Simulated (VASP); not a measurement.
# In (Cmce) in VASP: a series of runs

The runs below take In through single point, with PBEsol.

Program: VASP 6.6.1. These are calculated values, not measurements. Logs are shortened: lines on timing, memory, paths and dates and some standing lists are left out, and cuts for length are marked.

### Step 1. The cell of the first run

It takes space group Cmce (No. 64, orthorhombic). Conventional cell: a = 4.894 Å, b = 8.295 Å, c = 4.901 Å, α = 90.00°, β = 90.00°, γ = 90.00°. In (site symmetry m) has 7 In at 2.64 to 3.03 Å within 3.5 Å.

### Step 2. Single point, PBEsol (Ga replaced by In, lengths x 1.098, strained)

The input, INCAR:

```
PREC = Accurate ; ENCUT = 520
EDIFF = 1E-7 ; ISMEAR = 0
SIGMA = 0.1 ; LREAL = False
LASPH = True ; NELM = 100
ALGO = Normal ; ISIF = 2
LWAVE = False ; LCHARG = True
GGA = PS ; LELF = True
LVHAR = True ; NBANDS = 34
```

The input, KPOINTS:

```
Automatic mesh
0
Gamma
  4 4 4
```

The input, POSCAR:

```
In
1.0
    2.4470898743     -4.1473635292      0.0000000000
    2.4470898743      4.1473635292      0.0000000000
    0.0000000000      0.0000000000      4.9006898420
In
4
Direct
    0.1525000000      0.8475000000      0.0785000000
    0.6525000000      0.3475000000      0.4215000000
    0.8475000000      0.1525000000      0.9215000000
    0.3475000000      0.6525000000      0.5785000000
```

Potentials or basis: VASP PAW PBE potentials, release 64 (In_d).

On the command line:

```console
cat potpaw_PBE.64/In_d/POTCAR > POTCAR
mpirun -np 1 vasp_std > vasp.out
```

OUTCAR:

```text
PREC = Accurate
   ENCUT = 520
   EDIFF = 1E-7
   ISMEAR = 0
   LREAL = False
   LASPH = True
   NELM = 100
   ISIF = 2
   GGA = PS

 ion  position               nearest neighbor table
   1  0.153  0.847  0.078-   3 2.64   4 2.94   4 2.94   2 2.97   2 2.97   3 3.03   3 3.03
   2  0.653  0.347  0.422-   4 2.64   3 2.94   3 2.94   1 2.97   1 2.97   4 3.03   4 3.03
   3  0.847  0.153  0.922-   1 2.64   2 2.94   2 2.94   4 2.97   4 2.97   1 3.03   1 3.03
   4  0.347  0.653  0.578-   2 2.64   1 2.94   1 2.94   3 2.97   3 2.97   2 3.03   2 3.03

  LATTYP: Found a base centered orthorhombic cell.
 ALAT       =     4.8941797486
 B/A-ratio  =     1.6948145521
 C/A-ratio  =     1.0013301705

  Lattice vectors:

 A1 = (   2.4470898743,  -4.1473635292,   0.0000000000)
 A2 = (   2.4470898743,   4.1473635292,   0.0000000000)
 A3 = (   0.0000000000,   0.0000000000,   4.9006898420)

Analysis of symmetry for initial positions (statically):
=====================================================================
 Subroutine PRICEL returns:
 Original cell was already a primitive cell.

 Routine SETGRP: Setting up the symmetry group for a
 base centered orthorhombic supercell.

 Subroutine GETGRP returns: Found  8 space group operations
 (whereof  4 operations were pure point group operations)
 out of a pool of  8 trial point group operations.

The static configuration has the point symmetry C_2h.
 The point group associated with its full space group is D_2h.

Analysis of symmetry for dynamics (positions and initial velocities):
=====================================================================
 Subroutine PRICEL returns:
 Original cell was already a primitive cell.

 Routine SETGRP: Setting up the symmetry group for a
 base centered orthorhombic supercell.

 Subroutine GETGRP returns: Found  8 space group operations
 (whereof  4 operations were pure point group operations)
 out of a pool of  8 trial point group operations.

The dynamic configuration has the point symmetry C_2h.
 The point group associated with its full space group is D_2h.

 Subroutine INISYM returns: Found  8 space group operations
 (whereof  4 operations are pure point group operations),
 and found     1 'primitive' translations

----------------------------------------------------------------------------------------

                                     Primitive cell

  volume of cell :      99.4739

  direct lattice vectors                    reciprocal lattice vectors
     2.447089874 -4.147363529  0.000000000     0.204324330 -0.120558518  0.000000000
     2.447089874  4.147363529  0.000000000     0.204324330  0.120558518  0.000000000
     0.000000000  0.000000000  4.900689842     0.000000000  0.000000000  0.204052905

  length of vectors
     4.815482644  4.815482644  4.900689842     0.237239938  0.237239938  0.204052905

  position of ions in fractional coordinates (direct lattice)
     0.152500000  0.847500000  0.078500000
     0.652500000  0.347500000  0.421500000
     0.847500000  0.152500000  0.921500000
     0.347500000  0.652500000  0.578500000

  ion indices of the primitive-cell ions
   primitive index   ion index
                 1           1
                 2           2
                 3           3
                 4           4

----------------------------------------------------------------------------------------

 KPOINTS: Automatic mesh

Automatic generation of k-mesh.
 Grid dimensions read from file:
 generate k-points for:    4    4    4

 Generating k-lattice:

  Cartesian coordinates                     Fractional coordinates (reciprocal lattice)
     0.051081083 -0.030139629  0.000000000     0.250000000 -0.000000000  0.000000000
     0.051081083  0.030139629  0.000000000    -0.000000000  0.250000000  0.000000000
     0.000000000  0.000000000  0.051013226     0.000000000  0.000000000  0.250000000

  Length of vectors
     0.059309985  0.059309985  0.051013226

  Shift w.r.t. Gamma in fractional coordinates (k-lattice)
     0.000000000  0.000000000  0.000000000

 Subroutine IBZKPT returns following result:
 ===========================================

 Found     21 irreducible k-points:

 Following reciprocal coordinates:
            Coordinates               Weight
  0.000000  0.000000  0.000000      1.000000
  0.250000  0.000000  0.000000      4.000000
  0.500000  0.000000  0.000000      2.000000
  0.250000  0.250000  0.000000      2.000000
  0.500000  0.250000  0.000000      4.000000
 -0.250000  0.250000  0.000000      2.000000
[... 13 lines left out ...]
 -0.250000  0.250000  0.500000      2.000000
  0.500000  0.500000  0.500000      1.000000
   k-points           NKPTS =     21   k-points in BZ     NKDIM =     21   number of bands    NBANDS=     34
   number of dos      NEDOS =    301   number of ions     NIONS =      4
   total plane-waves  NPLWV =  46656
   dimension x,y,z NGX =    36 NGY =   36 NGZ =   36
   dimension x,y,z NGXF=    72 NGYF=   72 NGZF=   72
   ions per type =               4
   NGX,Y,Z   is equivalent  to a cutoff of  12.43, 12.43, 12.21 a.u.
   NGXF,Y,Z  is equivalent  to a cutoff of  24.86, 24.86, 24.42 a.u.
 SYSTEM =  unknown system
   PREC   = accura    normal or accurate (medium, high low for compatibility)
   ISTART =      0    job   : 0-new  1-cont  2-samecut
   ICHARG =      2    charge: 1-file 2-atom 10-const
   ISPIN  =      1    spin polarized calculation?
   LNONCOLLINEAR =      F non collinear calculations
   LSORBIT =      F    spin-orbit coupling
   LASPH  =      T    aspherical Exc in radial PAW
   ENCUT  =  520.0 eV  38.22 Ry    6.18 a.u.   8.95  8.95  9.11*2*pi/ulx,y,z
   NELM   =    100;   NELMIN=  2; NELMDL= -5     # of ELM steps
   EDIFF  = 0.1E-06   stopping-criterion for ELM
   LREAL  =      F    real-space projection
   EDIFFG = 0.1E-05   stopping-criterion for IOM
   NSW    =      0    number of steps for IOM
   IBRION =     -1    ionic relax: 0-MD 1-quasi-New 2-CG
   NFREE  =      0    steps in history (QN), initial steepest desc. (CG)
   ISIF   =      2    stress and relaxation
   ISYM   =      2    0-nonsym 1-usesym 2-fastsym
   POTIM  = 0.5000    time-step for ionic-motion
   TEBEG  =    0.0;   TEEND  =   0.0 temperature during run
   PSTRESS=    0.0 pullay stress
   NELECT =      52.0000    total number of electrons
   NUPDOWN=      -1.0000    fix difference up-down
   EMIN   =  10.00;   EMAX   =-10.00  energy-range for DOS
   EFERMI =   0.00;   METHOD = LEGACY
   ISMEAR =     0;   SIGMA  =   0.10  broadening in eV -4-tet -1-fermi 0-gaus
   EFERMI_NEDOS =   21; number of points for ismear=-14 and -15
   IALGO  =     38    algorithm
   IMIX   =      4    mixing-type and parameters
     AMIX     =   0.40;   BMIX     =  1.00
     AMIX_MAG =   1.60;   BMIX_MAG =  1.00
  volume/ion in A,a.u.               =      24.87       167.82
  Fermi-wavevector in a.u.,A,eV,Ry     =   1.318782  2.492136 23.663046  1.739185
  Thomas-Fermi vector in A             =   2.448727
   LORBIT       =      0    0 simple, 1 ext, 2 COOP (PROOUT), +10 PAW based schemes
   GGA     = PS    functional components
   LHFCALC =     F    Hartree Fock is set to
   AEXX    =    0.0000 exact exchange contribution
   IVDW    =     0    specifies the selected vdW correction
   LEPSILON=     F    determine dielectric tensor
   LRPA    =     F    only Hartree local field effects (RPA)
 non-spin polarized calculation
 Gauss-broadening in eV      SIGMA  =   0.10
  energy-cutoff  :      520.00
  volume of cell :       99.47
 maximum number of plane-waves:      2690
   NGX = 17   NGY = 17   NGZ = 19

 number of electron      52.0000011 magnetization

 Free energy of the ion-electron system (eV)
  ---------------------------------------------------
  ext. energy  EPLUGINS =         0.00000000
  ---------------------------------------------------
  free energy    TOTEN  =       -11.41789976 eV

  energy without entropy =      -11.41149455  energy(sigma->0) =      -11.41469716

 E-fermi :   7.8938     XC(G=0): -10.4982

 val. band max:        7.8769020642   @ k =   0.2500   0.2500   0.0000
 cond. band min:       7.9014781843   @ k =   0.0000   0.0000   0.5000
 fundamental gap:      0.0245761202
 Fermi energy:         7.8938162513

 k-point     1 :       0.0000    0.0000    0.0000
  band No.  band energies     occupation
      1      -7.3176      2.00000
      2      -7.2966      2.00000
      3      -7.2702      2.00000
      4      -7.2699      2.00000
      5      -7.1208      2.00000
      6      -7.0489      2.00000
[... 26 lines left out ...]
     33      13.9882      0.00000
     34      14.5566      0.00000

 k-point     2 :       0.2500    0.0000    0.0000
  band No.  band energies     occupation
      1      -7.3373      2.00000
      2      -7.3109      2.00000
      3      -7.2562      2.00000
      4      -7.2489      2.00000
      5      -7.0971      2.00000
      6      -7.0325      2.00000
[... 26 lines left out ...]
     33      13.2676      0.00000
     34      14.1335      0.00000

 k-point     3 :       0.5000    0.0000    0.0000
  band No.  band energies     occupation
      1      -7.3481      2.00000
      2      -7.3481      2.00000
      3      -7.1765      2.00000
      4      -7.1765      2.00000
      5      -7.1475      2.00000
      6      -7.1475      2.00000
[... 26 lines left out ...]
     33      14.3786      0.00000
     34      14.3786      0.00000
[... 593 lines left out ...]
 k-point    20 :      -0.2500    0.2500    0.5000
  band No.  band energies     occupation
      1      -7.3399      2.00000
      2      -7.3399      2.00000
      3      -7.2117      2.00000
      4      -7.2117      2.00000
      5      -7.1519      2.00000
      6      -7.1519      2.00000
[... 26 lines left out ...]
     33      14.1854      0.00000
     34      14.1854      0.00000

 k-point    21 :       0.5000    0.5000    0.5000
  band No.  band energies     occupation
      1      -7.3730      2.00000
      2      -7.3730      2.00000
      3      -7.2286      2.00000
      4      -7.2286      2.00000
      5      -7.1774      2.00000
      6      -7.1774      2.00000
[... 26 lines left out ...]
     33      15.6765      0.00000
     34      15.6765      0.00000

------------------------ aborting loop because EDIFF is reached ----------------------------------------

  FORCE on cell =-STRESS in cart. coord.  units (eV):
  Direction    XX          YY          ZZ          XY          YZ          ZX
  --------------------------------------------------------------------------------------
  -------------------------------------------------------------------------------------
  Total        4.1661050      6.0651852      2.8250876      0.0000000      0.0000000      0.0000000
  in kB       67.1013963     97.6889434     45.5022903      0.0000000      0.0000000      0.0000000
  external PRESSURE =      70.0975433 kB  Pullay stress =       0.0000000 kB

 VOLUME and BASIS-vectors are now :
 -----------------------------------------------------------------------------
  energy-cutoff  :      520.00
  volume of cell :       99.47
      direct lattice vectors                 reciprocal lattice vectors
     2.447089874 -4.147363529  0.000000000     0.204324330 -0.120558518  0.000000000
     2.447089874  4.147363529  0.000000000     0.204324330  0.120558518  0.000000000
     0.000000000  0.000000000  4.900689842     0.000000000  0.000000000  0.204052905

 POSITION                                       TOTAL-FORCE (eV/Angst)
 -----------------------------------------------------------------------------------
      2.44709      2.88242      0.38470         0.000000     -0.619833      0.169565
      2.44709     -1.26495      2.06564         0.000000     -0.619833     -0.169565
      2.44709     -2.88242      4.51599         0.000000      0.619833     -0.169565
      2.44709      1.26495      2.83505         0.000000      0.619833      0.169565
 -----------------------------------------------------------------------------------
    total drift:                                0.000000      0.000000     -0.000000

  FREE ENERGIE OF THE ION-ELECTRON SYSTEM (eV)
  ---------------------------------------------------
  free  energy   TOTEN  =       -11.4178997625 eV

  energy  without entropy=      -11.4114945502  energy(sigma->0) =      -11.41469716
```

It took 25 s on 1 thread of Intel Xeon 6975P-C (Granite Rapids), shared host; peak memory 0.22 GiB.

Results:

- Free energy: -11.4179 eV
- Pressure: 7.0 GPa
- Largest force: 0.643 eV/Å
- Band gap on the k mesh: zero (bands 26 and 27 overlap by 1.02 eV)

Forces in eV/Å, atoms in the order of the input:
```
In   0.000 -0.620  0.170
In   0.000 -0.620 -0.170
In   0.000  0.620 -0.170
In   0.000  0.620  0.170
```

Caveat: the k points lie up to 0.37 Å⁻¹ apart, too coarse for converged energies and pressures of a metal; the cell differs from its parent crystal (Ga replaced by In, lengths x 1.098, strained); the PAW data sets were made with another functional, which shifts forces and pressure a little; spin-orbit coupling is left out, which moves the levels of the heavy elements.

### Step 3. Single point, PBEsol (Ga replaced by In, lengths x 1.098, strained)

The input, INCAR:

```
PREC     = Accurate       # precision mode
ENCUT    = 520            # plane-wave cutoff, eV
EDIFF    = 1E-6           # SCF threshold, eV
ISMEAR   = 0              # smearing method
SIGMA    = 0.1            # smearing width, eV
LREAL    = False          # projectors in reciprocal space
LASPH    = True           # aspherical terms in the spheres
NELM     = 100            # most SCF steps
ALGO     = Fast           # electronic algorithm
ISIF     = 2              # what is computed and relaxed
LWAVE    = False          # write WAVECAR
LCHARG   = True           # write CHGCAR
GGA      = PS             # functional
LELF     = True           # ELF
LVHAR    = True         
NBANDS   = 34             # bands
```

The input, KPOINTS:

```
Automatic mesh
0
Gamma
  10 10 10
```

POSCAR is that of step 2.

Potentials or basis: VASP PAW PBE potentials, release 64 (In_d).

On the command line:

```console
cat potpaw_PBE.64/In_d/POTCAR > POTCAR
mpirun -np 1 vasp_std > vasp.out
```

Wall time 4.5 min (1 thread of Intel Xeon 6975P-C (Granite Rapids), shared host); peak memory 0.53 GiB.

It converged, with:

```yaml
Free_energy: -11.3460 eV
Pressure: 7.1 GPa
Largest_force: 0.579 eV/Å
Band_gap_on_the_k_mesh: zero (bands 26 and 27 overlap by 1.17 eV)
```

Forces in eV/Å, atoms in the order of the input:
```
In   0.000 -0.553  0.172
In   0.000 -0.553 -0.172
In   0.000  0.553 -0.172
In   0.000  0.553  0.172
```

Stress tensor (GPa, compression positive):
```
 5.64  0.00  0.00
 0.00 10.15  0.00
 0.00  0.00  5.65
```

Levels at points of the mesh, in eV from the Fermi level:
| k point | band 22 | band 23 | band 24 | band 25 | band 26 | band 27 | band 28 | band 29 | band 30 | band 31 |
| --- | --- | --- | --- | --- | --- | --- | --- | --- | --- | --- |
| (0.00, 0.00, 0.00) | -3.97 | -3.46 | -1.51 | -1.43 | -0.88 | 0.87 | 0.90 | 1.01 | 4.60 | 4.95 |
| (0.50, 0.00, 0.00) | -7.97 | -3.22 | -3.22 | -1.28 | -1.28 | 0.74 | 0.74 | 3.74 | 3.74 | 4.95 |
| (0.50, 0.50, 0.00) | -6.90 | -3.81 | -3.16 | -1.46 | -1.34 | 0.95 | 1.02 | 2.90 | 3.27 | 4.17 |
| (0.00, 0.00, 0.50) | -8.55 | -0.09 | -0.09 | 0.02 | 0.02 | 0.10 | 0.10 | 1.95 | 1.95 | 3.44 |
| (0.50, 0.00, 0.50) | -6.62 | -5.75 | -5.75 | -1.59 | -1.59 | 0.52 | 0.52 | 6.45 | 6.45 | 7.27 |
| (0.50, 0.50, 0.50) | -6.88 | -5.15 | -5.15 | -1.18 | -1.18 | -0.81 | -0.81 | 5.94 | 5.94 | 7.38 |

Caveat: the cell differs from its parent crystal (Ga replaced by In, lengths x 1.098, strained); the cell stands under pressure; the PAW data sets were made with another functional, which shifts forces and pressure a little; spin-orbit coupling is left out, which moves the levels of the heavy elements.

The gap in the log of VASP goes by the Fermi energy; the results here count the filled bands.